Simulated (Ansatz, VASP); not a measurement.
# Zr in VASP and in Ansatz

```xyz
2
Lattice="3.2446 0.0000 0.0000 -1.6223 2.8099 0.0000 0.0000 0.0000 5.1574" Properties=species:S:1:pos:R:3 pbc="T T T"
Zr    0.0000    1.8733    1.2893
Zr    1.6223    0.9366    3.8680
```

Alike in both runs: task single point; functional r2SCAN; k mesh 11 × 11 × 6; occupations methfessel-paxton of order 1, width 0.1 eV; no spin polarisation.

|  | VASP | Ansatz |
| --- | --- | --- |
| version | VASP 6.6.1 | Ansatz 0.2.0 |
| potentials or method | VASP PAW PBE potentials, release 64 (Zr_sv), cutoff 520 eV | plane waves (500 eV) with PAW, scalar-relativistic |
| valence electrons in the cell | 24 | 24 |

|  | VASP | Ansatz | Ansatz less VASP |
| --- | --- | --- | --- |
| pressure (GPa) | -0.2 | -0.2 | 0.00 |
| traceless stress, the component that is largest in VASP (GPa) | -0.15 | -0.15 | +0.001 |

VASP's potentials were made for PBE, not for r2SCAN.
